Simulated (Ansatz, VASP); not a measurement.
# Two plane-wave programs on InP

POSCAR

```
InP
1.0
    0.0000000000      2.7688340000      2.7688340000
    2.7688340000      0.0000000000      2.7688340000
    2.7688340000      2.7688340000      0.0000000000
In P
1 1
Direct
    0.0000000000      0.0000000000      0.0000000000
    0.5000000000      0.5000000000      0.5000000000
```

INCAR.step1

```
SYSTEM = InP
  PREC = Accurate
  ENCUT = 520
  EDIFF = 1E-5
  ISMEAR = -1
  SIGMA = 0.05
  LREAL = .FALSE.
  LASPH = .TRUE.
  NELM = 80
  ALGO = Normal
  ISIF = 2
  LWAVE = .TRUE.
  NBANDS = 16
  GGA = PE
```

The input INCAR.step2:

```
SYSTEM = InP
  PREC = Accurate
  ENCUT = 520
  EDIFF = 1E-6
  ISMEAR = -1
  SIGMA = 0.05
  LREAL = .FALSE.
  LASPH = .TRUE.
  NELM = 80
  ALGO = Normal
  ISIF = 2
  LWAVE = .FALSE.
  LCHARG = .TRUE.
  GGA = PE
  LHFCALC = .TRUE.
  AEXX = 0.25
  HFSCREEN = 0.4
  PRECFOCK = Normal
  LELF = .TRUE.
  LVHAR = .TRUE.
  NBANDS = 16
  ISTART = 1
```

KPOINTS

```
Automatic mesh
0
G
  4 4 4
  0 0 0
```

input.yaml

```yaml
crystal:
  lattice:
    - [0.0, 2.768834, 2.768834]
    - [2.768834, 0.0, 2.768834]
    - [2.768834, 2.768834, 0.0]
  atoms:
    - { symbol: In, position: [0.0, 0.0, 0.0] }
    - { symbol: P, position: [0.5, 0.5, 0.5] }
hamiltonian:
  xc: { exchange: pbe, correlation: pbe, exx: { coeff: 0.25, omega: 0.4 } }
  pseudopotentials: { kind: paw }
kpoints:
  mp_grid: { grid: [4, 4, 4] }
scf:
  occupations: { method: fermi_dirac, width: 0.05 }
output:
  forces: true
  stress: true
  eigenvalues: true
```

Alike in both runs: task single point; functional PBE-based screened hybrid with a share of 0.25 of exact exchange and HFSCREEN = 0.4; k mesh 4 × 4 × 4; occupations fermi-dirac, width 0.05 eV; no spin polarisation.

```csv
,VASP,Ansatz
version,VASP 6.6.1,Ansatz 0.2.0
potentials or method,"VASP PAW PBE potentials, release 64 (In_d, P)",Ansatz PAW
plane-wave cutoff (eV),520,420
valence electrons in the cell,18,18
```

Ansatz gave:

* gap on the k mesh at the Fermi level (eV): none
* pressure (GPa): -1.7

Question: Estimate VASP's values.

Answer: gap on the k mesh at the Fermi level (eV): none; pressure (GPa): -1.8.

VASP's potentials were made for PBE, not for PBE-based screened hybrid. A gap of «none» marks a metal or a gap that the smearing closes.

The k mesh is coarse, so the values compare programs but aren't converged.
